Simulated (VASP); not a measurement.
# RbSnTe (P4/nmm) in VASP: notebook

Runs on RbSnTe. Level: PBE. Tasks: single point, relaxation of cell and atoms.

Everything below comes from runs of VASP 6.6.1. Logs are shortened: lines on timing, memory, paths and dates and some standing lists are left out, and cuts for length are marked.

## (1) The cell of the first run

The structure is tetragonal, space group P4/nmm (No. 129). The conventional cell has a = 5.122 Å, b = 5.122 Å, c = 8.392 Å, α = 90.00°, β = 90.00°, γ = 90.00°. Rb (site symmetry -4m2) has 4 Rb at 3.62 Å and 4 Te at 3.70 Å and 4 Sn at 3.81 Å within 4.8 Å. Within 3.9 Å of Sn (site symmetry 4mm) lie 5 Te at 2.91 to 3.62 Å and 4 Rb at 3.81 Å. Te (site symmetry 4mm) has 5 Sn at 2.91 to 3.62 Å and 4 Rb at 3.70 Å within 3.8 Å.

## (2) Single point, PBE

INCAR

```
SYSTEM = RbSnTe
PREC     = Accurate       ! precision mode
ENCUT    = 520            ! plane-wave cutoff, eV
EDIFF    = 1E-6           ! SCF threshold, eV
ISMEAR   = 0              ! smearing method
SIGMA    = 0.1            ! smearing width, eV
LREAL    = .False.        ! projectors in reciprocal space
LASPH    = .True.         ! aspherical terms in the spheres
NELM     = 100            ! most SCF steps
ALGO     = Fast           ! electronic algorithm
ISIF     = 2              ! what is computed and relaxed
LWAVE    = .False.        ! write WAVECAR
LCHARG   = .True.         ! write CHGCAR
GGA      = PE             ! functional
LELF     = .True.         ! ELF
LVHAR    = .True.       
NBANDS   = 38             ! bands
```

KPOINTS

```
regular mesh
0
Gamma
  4 4 2
  0 0 0
```

POSCAR

```
RbSnTe
1.0
    5.1221566860      0.0000000000      0.0000000000
    0.0000000000      5.1221566860      0.0000000000
    0.0000000000      0.0000000000      8.3917081235
Rb Sn Te
2 2 2
Direct
    0.0000000000      0.0000000000      0.0000000000
    0.5000000000      0.5000000000      0.0000000000
    0.0000000000      0.5000000000      0.3354990145
    0.5000000000      0.0000000000      0.6645009855
    0.0000000000      0.5000000000      0.6821021713
    0.5000000000      0.0000000000      0.3178978287
```

Potentials or basis: VASP PAW PBE potentials, release 64 (Rb_sv, Sn_d, Te).

The run is started by

```sh
cat potpaw_PBE.64/Rb_sv/POTCAR potpaw_PBE.64/Sn_d/POTCAR potpaw_PBE.64/Te/POTCAR > POTCAR
mpirun -np 1 vasp_std > vasp.out
```

OUTCAR:

```text
SYSTEM = RbSnTe
   PREC = Accurate
   ENCUT = 520
   EDIFF = 1E-6
   ISMEAR = 0
   LREAL = .False.
   LASPH = .True.
   NELM = 100
   ISIF = 2
   GGA = PE

 ion  position               nearest neighbor table
   1  0.000  0.000  0.000-   2 3.62   2 3.62   2 3.62   2 3.62   5 3.70   6 3.70   6 3.70   5 3.70
                             3 3.81   4 3.81   3 3.81   4 3.81
   2  0.500  0.500  0.000-   1 3.62   1 3.62   1 3.62   1 3.62   6 3.70   6 3.70   5 3.70   5 3.70
                             3 3.81   3 3.81   4 3.81   4 3.81
   3  0.000  0.500  0.335-   5 2.91   6 3.62   6 3.62   6 3.62   6 3.62   1 3.81   2 3.81   2 3.81
                             1 3.81
   4  0.500  0.000  0.665-   6 2.91   5 3.62   5 3.62   5 3.62   5 3.62   1 3.81   1 3.81   2 3.81
                             2 3.81
   5  0.000  0.500  0.682-   3 2.91   4 3.62   4 3.62   4 3.62   4 3.62   1 3.70   2 3.70   2 3.70
                             1 3.70
   6  0.500  0.000  0.318-   4 2.91   3 3.62   3 3.62   3 3.62   3 3.62   1 3.70   1 3.70   2 3.70
                             2 3.70

  LATTYP: Found a simple tetragonal cell.
 ALAT       =     5.1221566860
 C/A-ratio  =     1.6383153890

  Lattice vectors:

 A1 = (   5.1221566860,   0.0000000000,   0.0000000000)
 A2 = (   0.0000000000,   5.1221566860,   0.0000000000)
 A3 = (   0.0000000000,   0.0000000000,   8.3917081235)

Analysis of symmetry for initial positions (statically):
=====================================================================
 Subroutine PRICEL returns:
 Original cell was already a primitive cell.

 Routine SETGRP: Setting up the symmetry group for a
 simple tetragonal supercell.

 Subroutine GETGRP returns: Found 16 space group operations
 (whereof  8 operations were pure point group operations)
 out of a pool of 16 trial point group operations.

The static configuration has the point symmetry D_2d.
 The point group associated with its full space group is D_4h.

Analysis of symmetry for dynamics (positions and initial velocities):
=====================================================================
 Subroutine PRICEL returns:
 Original cell was already a primitive cell.

 Routine SETGRP: Setting up the symmetry group for a
 simple tetragonal supercell.

 Subroutine GETGRP returns: Found 16 space group operations
 (whereof  8 operations were pure point group operations)
 out of a pool of 16 trial point group operations.

The dynamic configuration has the point symmetry D_2d.
 The point group associated with its full space group is D_4h.
[... 97 lines left out ...]
   NSW    =      0    number of steps for IOM
   IBRION =     -1    ionic relax: 0-MD 1-quasi-New 2-CG
   NFREE  =      0    steps in history (QN), initial steepest desc. (CG)
   ISIF   =      2    stress and relaxation
   ISYM   =      2    0-nonsym 1-usesym 2-fastsym
   POTIM  = 0.5000    time-step for ionic-motion
   TEBEG  =    0.0;   TEEND  =   0.0 temperature during run
   PSTRESS=    0.0 pullay stress
   NELECT =      58.0000    total number of electrons
   NUPDOWN=      -1.0000    fix difference up-down
   EMIN   =  10.00;   EMAX   =-10.00  energy-range for DOS
   EFERMI =   0.00;   METHOD = LEGACY
   ISMEAR =     0;   SIGMA  =   0.10  broadening in eV -4-tet -1-fermi 0-gaus
   EFERMI_NEDOS =   21; number of points for ismear=-14 and -15
   IALGO  =     68    algorithm
   IMIX   =      4    mixing-type and parameters
     AMIX     =   0.40;   BMIX     =  1.00
     AMIX_MAG =   1.60;   BMIX_MAG =  1.00
  volume/ion in A,a.u.               =      36.69       247.63
  Fermi-wavevector in a.u.,A,eV,Ry     =   1.049459  1.983190 14.984969  1.101364
  Thomas-Fermi vector in A             =   2.184422
   LORBIT       =      0    0 simple, 1 ext, 2 COOP (PROOUT), +10 PAW based schemes
   GGA     = PE    functional components
   LHFCALC =     F    Hartree Fock is set to
   AEXX    =    0.0000 exact exchange contribution
   IVDW    =     0    specifies the selected vdW correction
   LEPSILON=     F    determine dielectric tensor
   LRPA    =     F    only Hartree local field effects (RPA)
 non-spin polarized calculation
 RMM-DIIS sequential band-by-band and
 Gauss-broadening in eV      SIGMA  =   0.10
  energy-cutoff  :      520.00
  volume of cell :      220.17
 maximum number of plane-waves:      5979
 NGX is ok and might be reduce to    40
   NGX = 19   NGY = 19   NGZ = 31

 number of electron      57.9999995 magnetization

 Free energy of the ion-electron system (eV)
  ---------------------------------------------------
  ext. energy  EPLUGINS =         0.00000000
  ---------------------------------------------------
  free energy    TOTEN  =       -17.00612742 eV

  energy without entropy =      -16.98083218  energy(sigma->0) =      -16.99347980

 E-fermi :   4.6643     XC(G=0):  -8.5877

 val. band max:        4.5413277702   @ k =   0.5000   0.0000   0.0000
 cond. band min:       4.6920424703   @ k =   0.5000   0.0000   0.5000
 fundamental gap:      0.1507147001
 Fermi energy:         4.6642500831

 k-point     1 :       0.0000    0.0000    0.0000
  band No.  band energies     occupation
      1     -24.0119      2.00000
      2     -23.8474      2.00000
      3     -17.4306      2.00000
      4     -17.4297      2.00000
      5     -17.4281      2.00000
      6     -17.4247      2.00000
[... 481 lines left out ...]
     37       8.7068      0.00000
     38       8.7069      0.00000

------------------------ aborting loop because EDIFF is reached ----------------------------------------

  FORCE on cell =-STRESS in cart. coord.  units (eV):
  Direction    XX          YY          ZZ          XY          YZ          ZX
  --------------------------------------------------------------------------------------
  -------------------------------------------------------------------------------------
  Total        0.0936883      0.0936883      0.1325674      0.0000000      0.0000000      0.0000000
  in kB        0.6817728      0.6817728      0.9646978      0.0000000      0.0000000      0.0000000
  external PRESSURE =       0.7760811 kB  Pullay stress =       0.0000000 kB

 VOLUME and BASIS-vectors are now :
 -----------------------------------------------------------------------------
  energy-cutoff  :      520.00
  volume of cell :      220.17
      direct lattice vectors                 reciprocal lattice vectors
     5.122156686  0.000000000  0.000000000     0.195230264  0.000000000  0.000000000
     0.000000000  5.122156686  0.000000000     0.000000000  0.195230264  0.000000000
     0.000000000  0.000000000  8.391708124     0.000000000  0.000000000  0.119165250

 POSITION                                       TOTAL-FORCE (eV/Angst)
 -----------------------------------------------------------------------------------
      0.00000      0.00000      0.00000         0.000000     -0.000000      0.000000
      2.56108      2.56108      0.00000         0.000000     -0.000000      0.000000
      0.00000      2.56108      2.81541         0.000000      0.000000     -0.009895
      2.56108      0.00000      5.57630         0.000000     -0.000000      0.009895
      0.00000      2.56108      5.72400        -0.000000     -0.000000     -0.009147
      2.56108      0.00000      2.66771        -0.000000     -0.000000      0.009147
 -----------------------------------------------------------------------------------
    total drift:                               -0.000000     -0.000000     -0.000000

  FREE ENERGIE OF THE ION-ELECTRON SYSTEM (eV)
  ---------------------------------------------------
  free  energy   TOTEN  =       -17.0061274195 eV

  energy  without entropy=      -16.9808321838  energy(sigma->0) =      -16.99347980
```

OSZICAR:

```text
N       E                     dE             d eps       ncg     rms          rms(c)
DAV:   1     0.544097832578E+03    0.54410E+03   -0.25668E+04   912   0.161E+03
DAV:   2     0.596537063274E+02   -0.48444E+03   -0.46819E+03   960   0.417E+02
DAV:   3    -0.133137360022E+02   -0.72967E+02   -0.71343E+02  1216   0.155E+02
DAV:   4    -0.170784028924E+02   -0.37647E+01   -0.37065E+01  1154   0.353E+01
[... 20 lines left out ...]
RMM:  25    -0.170061219984E+02   -0.14000E-05   -0.16389E-05   784   0.759E-03    0.200E-03
RMM:  26    -0.170061240953E+02   -0.20969E-05   -0.21932E-05   751   0.680E-03    0.173E-03
RMM:  27    -0.170061250704E+02   -0.97507E-06   -0.11398E-05   727   0.635E-03    0.132E-03
RMM:  28    -0.170061266650E+02   -0.15946E-05   -0.15959E-05   786   0.631E-03    0.615E-04
RMM:  29    -0.170061274195E+02   -0.75456E-06   -0.82506E-06   700   0.559E-03
   1 F= -.17006127E+02 E0= -.16993480E+02  d E =-.252952E-01
```

stdout:

```text
POSCAR found type information on POSCAR RbSnTe
 POSCAR found :  3 types and       6 ions
 scaLAPACK will be used
 LDA part: xc-table for (Slater+PW92), standard interpolation
 POSCAR, INCAR and KPOINTS ok, starting setup
 FFT: planning ... GRIDC
 FFT: planning ... GRID_SOFT
 FFT: planning ... GRID
 WAVECAR not read
 entering main loop
WARNING in EDDRMM: call to ZHEGV failed, returncode =   6  3     25
WARNING in EDDRMM: call to ZHEGV failed, returncode =   6  3     21
WARNING in EDDRMM: call to ZHEGV failed, returncode =   6  3     30
```

Wall time 3.7 min (1 thread of Intel Xeon Platinum 8259CL at 2.50GHz (Skylake/Cascade Lake), shared host); peak memory 0.36 GiB.

Results:

| Property | Result |
| --- | --- |
| Free energy | -17.0061 eV |
| Pressure | 0.1 GPa |
| Largest force | 0.010 eV/Å |
| Band gap on the k mesh | zero (bands 29 and 30 overlap by 1.44 eV) |

Forces on the atoms (eV/Å):
```
Rb   0.000  0.000  0.000
Rb   0.000  0.000  0.000
Sn   0.000  0.000 -0.010
Sn   0.000  0.000  0.010
Te   0.000  0.000 -0.009
Te   0.000  0.000  0.009
```

Levels at points of the mesh, in eV from the Fermi level:
```csv
k point,band 24,band 25,band 26,band 27,band 28,band 29,band 30,band 31,band 32,band 33
"(0.00, 0.00, 0.00)",-3.29,-3.29,-2.85,-2.51,-2.51,0.95,1.04,1.25,1.25,1.99
"(0.50, 0.00, 0.00)",-3.48,-2.35,-2.35,-2.02,-2.02,-0.14,-0.14,-0.12,-0.12,1.12
"(0.50, 0.50, 0.00)",-4.45,-3.01,-3.01,-3.00,-3.00,0.86,0.86,1.54,1.54,1.91
"(0.00, 0.00, 0.50)",-3.44,-3.44,-2.43,-2.28,-2.28,-1.06,0.05,1.26,1.26,2.25
"(0.50, 0.00, 0.50)",-3.23,-2.39,-2.39,-1.91,-1.91,-0.44,-0.44,0.03,0.03,0.13
"(0.50, 0.50, 0.50)",-4.23,-3.39,-3.39,-3.23,-3.23,1.00,1.00,1.80,1.80,2.50
```

Caveat: the k points lie up to 0.37 Å⁻¹ apart, too coarse for converged energies and pressures of a metal; spin-orbit coupling is left out, which moves the levels of the heavy elements.

## (3) Relaxation of cell and atoms, PBE

This run uses another cell than the first one, of 33.50 Å³/atom.

INCAR

```
SYSTEM = RbSnTe
PREC = Accurate
ENCUT = 600
EDIFF = 1E-6
ISMEAR = 0
SIGMA = 0.1
LREAL = .FALSE.
LASPH = .TRUE.
NELM = 100
ALGO = Fast
ISIF = 3
LWAVE = .FALSE.
LCHARG = .FALSE.
GGA = PE
IBRION = 2
NSW = 90
EDIFFG = -0.04
```

KPOINTS

```
Automatic mesh
0
G
  4 4 2
  0 0 0
```

POSCAR

```
RbSnTe
1.0
    4.8685812975      0.0000000000      0.0000000000
    0.0000000000      4.8685812975      0.0000000000
    0.0000000000      0.0000000000      8.4801215884
Rb Sn Te
2 2 2
Direct
    0.0000000000      0.0000000000      0.0000000000
    0.5000000000      0.5000000000      0.0000000000
    0.0000000000      0.5000000000      0.3510000000
    0.5000000000      0.0000000000      0.6490000000
    0.0000000000      0.5000000000      0.7270000000
    0.5000000000      0.0000000000      0.2730000000
```

Potentials or basis: VASP PAW PBE potentials, release 64 (Rb_sv, Sn_d, Te).

The run is started by

```sh
cat potpaw_PBE.64/Rb_sv/POTCAR potpaw_PBE.64/Sn_d/POTCAR potpaw_PBE.64/Te/POTCAR > POTCAR
mpirun -np 1 vasp_std > vasp.out
```

Wall time 37 min (1 thread of Intel Xeon Platinum 8259CL at 2.50GHz (Skylake/Cascade Lake), shared host); peak memory 0.42 GiB.

Results (log left out):

| Item | Value |
| --- | --- |
| Free energy | -17.0044 eV |
| Relaxed volume | 36.74 Å³/atom |
| Relaxed cell | a = 5.128 Å, b = 5.128 Å, c = 8.382 Å, α = 90.00°, β = 90.00°, γ = 90.00° |
| Space group after relaxing (to 0.1 Å) | P4/nmm (No. 129) |
| Energy gained by relaxing | 146.0 meV/atom |
| Ionic steps | 15 |
| Pressure after relaxing | 0.0 GPa |
| Largest force after relaxing | 0.037 eV/Å |
| Band gap on the k mesh | zero (bands 29 and 30 overlap by 1.44 eV) |

Forces in eV/Å, atoms in the order of the input:
```
Rb   0.000  0.000  0.000
Rb   0.000  0.000  0.000
Sn   0.000  0.000  0.037
Sn   0.000  0.000 -0.037
Te   0.000  0.000  0.019
Te   0.000  0.000 -0.019
```

The path:
```
step  energy change (eV)  largest force (eV/Å)  pressure (GPa)  volume (Å³)
   1              0.0000                1.5383            3.30       201.01
   2             -0.4372                1.0880            0.33       221.72
   3             -0.5104                0.8772           -0.88       234.37
   4             -0.6846                0.7256           -0.55       231.72
   5             -0.7766                0.5134            0.50       227.66
   6             -0.7824                0.3442            0.19       228.60
   7             -0.7827                0.3777            0.25       228.42
   8             -0.8071                0.3272            0.00       230.51
   9             -0.8293                0.1937           -0.49       235.22
  10             -0.8543                0.1545           -0.30       230.21
  11             -0.8692                0.1183            0.00       223.98
  12             -0.8695                0.1291            0.07       222.87
  13             -0.8721                0.1461           -0.22       221.93
  14             -0.8743                0.0648           -0.12       222.32
  15             -0.8758                0.0371            0.05       220.44
```

Final structure:
```cif
data_structure
_symmetry_space_group_name_H-M 'P 1'
_symmetry_Int_Tables_number 1
_cell_length_a 5.1282
_cell_length_b 5.1282
_cell_length_c 8.3821
_cell_angle_alpha 90.000
_cell_angle_beta 90.000
_cell_angle_gamma 90.000
_cell_volume 220.44
loop_
_atom_site_label
_atom_site_type_symbol
_atom_site_fract_x
_atom_site_fract_y
_atom_site_fract_z
_atom_site_occupancy
Rb1 Rb 0.00000 0.00000 0.00000 1
Rb2 Rb 0.50000 0.50000 0.00000 1
Sn1 Sn 0.00000 0.50000 0.33380 1
Sn2 Sn 0.50000 0.00000 0.66620 1
Te1 Te 0.00000 0.50000 0.68080 1
Te2 Te 0.50000 0.00000 0.31920 1
```

Levels at points of the mesh, in eV from the Fermi level:
```tsv
k point	band 25	band 26	band 27	band 28	band 29	band 30	band 31	band 32
(0.00, 0.00, 0.00)	-3.28	-2.83	-2.49	-2.49	0.96	1.05	1.23	1.23
(0.50, 0.00, 0.00)	-2.33	-2.33	-2.02	-2.02	-0.13	-0.13	-0.12	-0.12
(0.50, 0.50, 0.00)	-3.00	-3.00	-2.99	-2.99	0.87	0.87	1.56	1.56
(0.00, 0.00, 0.50)	-3.42	-2.39	-2.26	-2.26	-1.08	0.06	1.24	1.24
(0.50, 0.00, 0.50)	-2.38	-2.38	-1.92	-1.92	-0.44	-0.44	0.03	0.03
(0.50, 0.50, 0.50)	-3.37	-3.37	-3.22	-3.22	1.00	1.00	1.76	1.76
```

Caveat: the k points lie up to 0.37 Å⁻¹ apart in the final cell, too coarse for converged energies and pressures of a metal; the highest band is partly filled, so the run has too few bands; spin-orbit coupling is left out, which moves the levels of the heavy elements.

The gap in the log of VASP goes by the Fermi energy; the results here count the filled bands.